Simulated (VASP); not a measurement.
# CaO (Fm-3m) in VASP: further runs

Aim: see how the results for CaO move with the level of theory and the settings. Levels: BLYP, RPBE, r2SCAN, LDA. Tasks: single point, relaxation of cell and atoms.

Program: VASP 6.6.1. These are calculated values, not measurements. Logs are shortened: lines on timing, memory, paths and dates and some standing lists are left out, and cuts for length are marked.

**1. The cell of the first run**

It takes space group Fm-3m (No. 225, cubic). Conventional cell: a = 4.870 Å, b = 4.870 Å, c = 4.870 Å, α = 90.00°, β = 90.00°, γ = 90.00°. Within 3.2 Å of Ca (site symmetry m-3m) lie 6 O at 2.43 Å. O (site symmetry m-3m) has 6 Ca at 2.43 Å within 3.2 Å.

**2. Single point, BLYP**

INCAR

```
PREC = Accurate
ENCUT = 520
EDIFF = 1E-6
ISMEAR = -1
SIGMA = 0.05
LREAL = F
LASPH = T
NELM = 80
ALGO = Normal
ISIF = 2
LWAVE = F
LCHARG = T
GGA = B5
ALDAX = 1.0
AGGAX = 1.0
AGGAC = 1.0
ALDAC = 0.0
LELF = T
LVHAR = T
NBANDS = 15
```

KPOINTS

```
Automatic mesh
0
Gamma
  10 10 10
```

POSCAR

```
CaO
1.0
    0.0000000000      2.4349415925      2.4349415925
    2.4349415925      0.0000000000      2.4349415925
    2.4349415925      2.4349415925      0.0000000000
Ca O
1 1
Direct
    0.0000000000      0.0000000000      0.0000000000
    0.5000000000      0.5000000000      0.5000000000
```

Potentials or basis: VASP PAW PBE potentials, release 64 (Ca_sv, O).

Launch:

```
cat potpaw_PBE.64/Ca_sv/POTCAR potpaw_PBE.64/O/POTCAR > POTCAR
mpirun -np 1 vasp_std > vasp.out
```

OUTCAR:

```text
PREC = Accurate
   ENCUT = 520
   EDIFF = 1E-6
   ISMEAR = -1
   LREAL = F
   LASPH = T
   NELM = 80
   ISIF = 2
   GGA = B5

 ion  position               nearest neighbor table
   1  0.000  0.000  0.000-   2 2.43   2 2.43   2 2.43   2 2.43   2 2.43   2 2.43
   2  0.500  0.500  0.500-   1 2.43   1 2.43   1 2.43   1 2.43   1 2.43   1 2.43

  LATTYP: Found a face centered cubic cell.
 ALAT       =     4.8698831850

  Lattice vectors:

 A1 = (   0.0000000000,   2.4349415925,   2.4349415925)
 A2 = (   2.4349415925,   0.0000000000,   2.4349415925)
 A3 = (   2.4349415925,   2.4349415925,   0.0000000000)

Analysis of symmetry for initial positions (statically):
=====================================================================
 Subroutine PRICEL returns:
 Original cell was already a primitive cell.

 Routine SETGRP: Setting up the symmetry group for a
 face centered cubic supercell.

 Subroutine GETGRP returns: Found 48 space group operations
 (whereof 48 operations were pure point group operations)
 out of a pool of 48 trial point group operations.

The static configuration has the point symmetry O_h .

Analysis of symmetry for dynamics (positions and initial velocities):
=====================================================================
 Subroutine PRICEL returns:
 Original cell was already a primitive cell.

 Routine SETGRP: Setting up the symmetry group for a
 face centered cubic supercell.

 Subroutine GETGRP returns: Found 48 space group operations
 (whereof 48 operations were pure point group operations)
 out of a pool of 48 trial point group operations.

The dynamic configuration has the point symmetry O_h .

 Subroutine INISYM returns: Found 48 space group operations
 (whereof 48 operations are pure point group operations),
 and found     1 'primitive' translations

----------------------------------------------------------------------------------------

                                     Primitive cell

  volume of cell :      28.8732

  direct lattice vectors                    reciprocal lattice vectors
     0.000000000  2.434941592  2.434941592    -0.205343735  0.205343735  0.205343735
     2.434941592  0.000000000  2.434941592     0.205343735 -0.205343735  0.205343735
     2.434941592  2.434941592  0.000000000     0.205343735  0.205343735 -0.205343735

  length of vectors
     3.443527424  3.443527424  3.443527424     0.355665781  0.355665781  0.355665781

  position of ions in fractional coordinates (direct lattice)
     0.000000000  0.000000000  0.000000000
     0.500000000  0.500000000  0.500000000

  ion indices of the primitive-cell ions
   primitive index   ion index
                 1           1
                 2           2

----------------------------------------------------------------------------------------

 KPOINTS: Automatic mesh

Automatic generation of k-mesh.
 Grid dimensions read from file:
 generate k-points for:   10   10   10

 Generating k-lattice:

  Cartesian coordinates                     Fractional coordinates (reciprocal lattice)
    -0.020534373  0.020534373  0.020534373     0.100000000  0.000000000  0.000000000
     0.020534373 -0.020534373  0.020534373     0.000000000  0.100000000  0.000000000
     0.020534373  0.020534373 -0.020534373     0.000000000  0.000000000  0.100000000

  Length of vectors
     0.035566578  0.035566578  0.035566578

  Shift w.r.t. Gamma in fractional coordinates (k-lattice)
     0.000000000  0.000000000  0.000000000

 Subroutine IBZKPT returns following result:
 ===========================================

 Found     47 irreducible k-points:

 Following reciprocal coordinates:
            Coordinates               Weight
  0.000000  0.000000  0.000000      1.000000
  0.100000  0.000000  0.000000      8.000000
  0.200000  0.000000  0.000000      8.000000
  0.300000  0.000000  0.000000      8.000000
  0.400000  0.000000  0.000000      8.000000
  0.500000  0.000000  0.000000      4.000000
[... 16 lines left out ...]
  0.300000  0.300000  0.000000      6.000000
  0.400000  0.300000  0.000000     24.000000
 [... further k-points ...]
   k-points           NKPTS =     47   k-points in BZ     NKDIM =     47   number of bands    NBANDS=     15
   number of dos      NEDOS =    301   number of ions     NIONS =      2
   total plane-waves  NPLWV =  21952
   dimension x,y,z NGX =    28 NGY =   28 NGZ =   28
   dimension x,y,z NGXF=    56 NGYF=   56 NGZF=   56
   ions per type =               1   1
   NGX,Y,Z   is equivalent  to a cutoff of  13.52, 13.52, 13.52 a.u.
   NGXF,Y,Z  is equivalent  to a cutoff of  27.04, 27.04, 27.04 a.u.
 SYSTEM =  unknown system
   PREC   = accura    normal or accurate (medium, high low for compatibility)
   ISTART =      0    job   : 0-new  1-cont  2-samecut
   ICHARG =      2    charge: 1-file 2-atom 10-const
   ISPIN  =      1    spin polarized calculation?
   LNONCOLLINEAR =      F non collinear calculations
   LSORBIT =      F    spin-orbit coupling
   LASPH  =      T    aspherical Exc in radial PAW
   ENCUT  =  520.0 eV  38.22 Ry    6.18 a.u.   6.40  6.40  6.40*2*pi/ulx,y,z
   NELM   =     80;   NELMIN=  2; NELMDL= -5     # of ELM steps
   EDIFF  = 0.1E-05   stopping-criterion for ELM
   LREAL  =      F    real-space projection
   EDIFFG = 0.1E-04   stopping-criterion for IOM
   NSW    =      0    number of steps for IOM
   IBRION =     -1    ionic relax: 0-MD 1-quasi-New 2-CG
   NFREE  =      0    steps in history (QN), initial steepest desc. (CG)
   ISIF   =      2    stress and relaxation
   ISYM   =      2    0-nonsym 1-usesym 2-fastsym
   POTIM  = 0.5000    time-step for ionic-motion
   TEBEG  =    0.0;   TEEND  =   0.0 temperature during run
   PSTRESS=    0.0 pullay stress
   NELECT =      16.0000    total number of electrons
   NUPDOWN=      -1.0000    fix difference up-down
   EMIN   =  10.00;   EMAX   =-10.00  energy-range for DOS
   EFERMI =   0.00;   METHOD = LEGACY
   ISMEAR =    -1;   SIGMA  =   0.05  broadening in eV -4-tet -1-fermi 0-gaus
   EFERMI_NEDOS =   21; number of points for ismear=-14 and -15
   IALGO  =     38    algorithm
   IMIX   =      4    mixing-type and parameters
     AMIX     =   0.40;   BMIX     =  1.00
     AMIX_MAG =   1.60;   BMIX_MAG =  1.00
  volume/ion in A,a.u.               =      14.44        97.42
  Fermi-wavevector in a.u.,A,eV,Ry     =   1.344672  2.541061 24.601267  1.808142
  Thomas-Fermi vector in A             =   2.472647
   LORBIT       =      0    0 simple, 1 ext, 2 COOP (PROOUT), +10 PAW based schemes
   GGA     = B5    functional components
   LHFCALC =     F    Hartree Fock is set to
   AEXX    =    0.0000 exact exchange contribution
   IVDW    =     0    specifies the selected vdW correction
   LEPSILON=     F    determine dielectric tensor
   LRPA    =     F    only Hartree local field effects (RPA)
 non-spin polarized calculation
  energy-cutoff  :      520.00
  volume of cell :       28.87
 maximum number of plane-waves:       794
 NGX is ok and might be reduce to    28
   NGX = 13   NGY = 13   NGZ = 13

 number of electron      16.0000003 magnetization

 Free energy of the ion-electron system (eV)
  ---------------------------------------------------
  ext. energy  EPLUGINS =         0.00000000
  ---------------------------------------------------
  free energy    TOTEN  =       -12.30374289 eV

  energy without entropy =      -12.30374289  energy(sigma->0) =      -12.30374289

 E-fermi :   3.5655     XC(G=0):  -9.8496

 val. band max:        2.4463744443   @ k =   0.0000   0.0000   0.0000
 cond. band min:       6.1797837410   @ k =   0.5000   0.5000   0.0000
 fundamental gap:      3.7334092967
 Fermi energy:         3.5655114595

 k-point     1 :       0.0000    0.0000    0.0000
  band No.  band energies     occupation
      1     -35.3368      2.00000
      2     -16.2268      2.00000
      3     -16.2268      2.00000
      4     -16.2268      2.00000
      5     -12.9033      2.00000
      6       2.4464      2.00000
      7       2.4464      2.00000
      8       2.4464      2.00000
      9       7.1190      0.00000
     10       8.5144      0.00000
     11       8.5144      0.00000
     12       8.5144      0.00000
     13       9.9158      0.00000
     14       9.9158      0.00000
     15      17.8074      0.00000

 k-point     2 :       0.1000    0.0000    0.0000
  band No.  band energies     occupation
      1     -35.3287      2.00000
      2     -16.3361      2.00000
      3     -16.2315      2.00000
      4     -16.2315      2.00000
      5     -12.7864      2.00000
      6       2.1096      2.00000
      7       2.3168      2.00000
      8       2.3168      2.00000
      9       7.5570      0.00000
     10       8.4999      0.00000
     11       8.6736      0.00000
     12       8.6736      0.00000
     13      10.1388      0.00000
     14      10.1388      0.00000
     15      18.1327      0.00000

 k-point     3 :       0.2000    0.0000    0.0000
  band No.  band energies     occupation
      1     -35.3073      2.00000
      2     -16.5938      2.00000
      3     -16.2436      2.00000
      4     -16.2436      2.00000
      5     -12.5072      2.00000
      6       1.3857      2.00000
      7       2.0051      2.00000
      8       2.0051      2.00000
      9       8.4643      0.00000
     10       8.6583      0.00000
     11       9.1118      0.00000
     12       9.1118      0.00000
     13      10.7171      0.00000
     14      10.7171      0.00000
     15      18.4640      0.00000
[... 343 lines left out ...]
 k-point    23 :       0.3000    0.3000    0.0000
  band No.  band energies     occupation
      1     -35.2633      2.00000
      2     -16.7045      2.00000
      3     -16.3555      2.00000
      4     -16.3555      2.00000
      5     -12.4602      2.00000
      6       0.8000      2.00000
      7       2.1135      2.00000
      8       2.1135      2.00000
      9       6.8294      0.00000
     10       9.3380      0.00000
     11      10.5854      0.00000
     12      10.6769      0.00000
     13      10.6769      0.00000
     14      12.5236      0.00000
     15      19.1426      0.00000

 k-point    24 :       0.4000    0.3000    0.0000
  band No.  band energies     occupation
      1     -35.2466      2.00000
      2     -16.7610      2.00000
      3     -16.3978      2.00000
      4     -16.3754      2.00000
      5     -12.4548      2.00000
      6       0.8495      2.00000
      7       1.9144      2.00000
      8       2.0067      2.00000
      9       6.7990      0.00000
     10       9.8639      0.00000
     11      10.8787      0.00000
     12      10.9445      0.00000
     13      11.0695      0.00000
     14      12.9512      0.00000
     15      17.5673      0.00000

 [... further k-points ...]
[... 5 lines left out ...]
  --------------------------------------------------------------------------------------
  -------------------------------------------------------------------------------------
  Total        0.1015390      0.1015390      0.1015390      0.0000000      0.0000000     -0.0000000
  in kB        5.6344034      5.6344034      5.6344034      0.0000000      0.0000000     -0.0000000
  external PRESSURE =       5.6344034 kB  Pullay stress =       0.0000000 kB

 VOLUME and BASIS-vectors are now :
 -----------------------------------------------------------------------------
  energy-cutoff  :      520.00
  volume of cell :       28.87
      direct lattice vectors                 reciprocal lattice vectors
     0.000000000  2.434941592  2.434941592    -0.205343735  0.205343735  0.205343735
     2.434941592  0.000000000  2.434941592     0.205343735 -0.205343735  0.205343735
     2.434941592  2.434941592  0.000000000     0.205343735  0.205343735 -0.205343735

 POSITION                                       TOTAL-FORCE (eV/Angst)
 -----------------------------------------------------------------------------------
      0.00000      0.00000      0.00000         0.000000     -0.000000      0.000000
      2.43494      2.43494      2.43494        -0.000000      0.000000     -0.000000
 -----------------------------------------------------------------------------------
    total drift:                                0.000000      0.000000      0.000000

  FREE ENERGIE OF THE ION-ELECTRON SYSTEM (eV)
  ---------------------------------------------------
  free  energy   TOTEN  =       -12.3037428910 eV

  energy  without entropy=      -12.3037428910  energy(sigma->0) =      -12.30374289
```

Wall time 43 s (1 thread of Intel Xeon 8259CL, shared host); peak memory 0.17 GiB.

Results:

```yaml
Free_energy: -12.3037 eV
Pressure: 0.6 GPa
Band_gap_on_the_k_mesh: 3.73 eV (least direct gap 4.11 eV)
```

Caveat: the PAW data sets were made with another functional, which shifts forces and pressure a little. A k mesh can miss the band edges.

[end of part 1 of 2]
